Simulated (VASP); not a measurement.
## Na4SrCaSi2: single point with PBE

The system is Na4SrCaSi2.

```
Na Sr Ca Si
1.0
     5.25553    0.00000    0.00000
     0.00000    5.25553    0.00000
     0.00000    0.00000    7.59350
Na Sr Ca Si
4 1 1 2
Direct
  0.50000 0.00000 0.29402
  0.00000 0.50000 0.70598
  0.50000 0.50000 0.00000
  0.00000 0.00000 0.50000
  0.00000 0.00000 0.00000
  0.50000 0.50000 0.50000
  0.50000 0.00000 0.75812
  0.00000 0.50000 0.24188
```

This cell differs from its parent crystal: strained.

| Quantity | Value |
| --- | --- |
| Program | VASP 6.6.1 |
| Task | single point |
| Functional | PBE |
| Potentials or basis | VASP PAW PBE potentials, release 64 (Na_pv, Sr_sv, Ca_sv, Si) |
| Cutoff | 520 eV |
| k mesh | 8 × 8 × 6 |
| Occupations | gaussian, width 0.05 eV |
| Spin | no spin polarisation |
| Dipole correction | no |
| Further INCAR settings | ALGO = Normal; EDIFF = 1e-06; NBANDS = 38 |

* Pressure: 0.2 GPa
* Largest force: 0.671 eV/Å
* Band gap on the k mesh: 0.17 eV, indirect (least direct gap 0.33 eV)

Forces on the atoms (eV/Å):
```
Na   0.000  0.000 -0.370
Na   0.000  0.000  0.370
Na   0.000  0.000  0.000
Na   0.000  0.000  0.000
Sr   0.000  0.000  0.000
Ca   0.000  0.000  0.000
Si   0.000  0.000 -0.671
Si   0.000  0.000  0.671
```

Stress tensor (GPa, compression positive):
```
 0.50  0.00  0.00
 0.00  0.50  0.00
 0.00  0.00 -0.46
```

Levels at points of the mesh, in eV from the valence-band top:
```csv
k point,band 25,band 26,band 27,band 28,band 29,band 30,band 31,band 32
"(0.00, 0.00, 0.00)",-0.23,-0.22,-0.14,-0.14,0.19,0.60,1.88,2.61
"(0.50, 0.00, 0.00)",-0.98,-0.88,-0.04,0.00,1.80,1.91,2.11,2.19
"(0.50, 0.50, 0.00)",-0.42,-0.33,-0.33,-0.16,0.17,0.17,1.62,1.87
"(0.00, 0.00, 0.50)",-0.29,-0.29,-0.10,-0.10,1.13,1.19,2.69,2.76
"(0.50, 0.00, 0.50)",-0.16,-0.13,-0.07,-0.06,1.69,1.91,2.37,2.49
"(0.50, 0.50, 0.50)",-1.34,-1.19,-0.79,-0.79,1.09,1.09,2.71,2.72
```

Run time: 6.2 min on 1 thread of AMD EPYC 9R45 (Zen 5) (shared host), peak memory 0.55 GiB.

Caveat: the cell differs from its parent crystal (strained). A k mesh can miss the band edges.
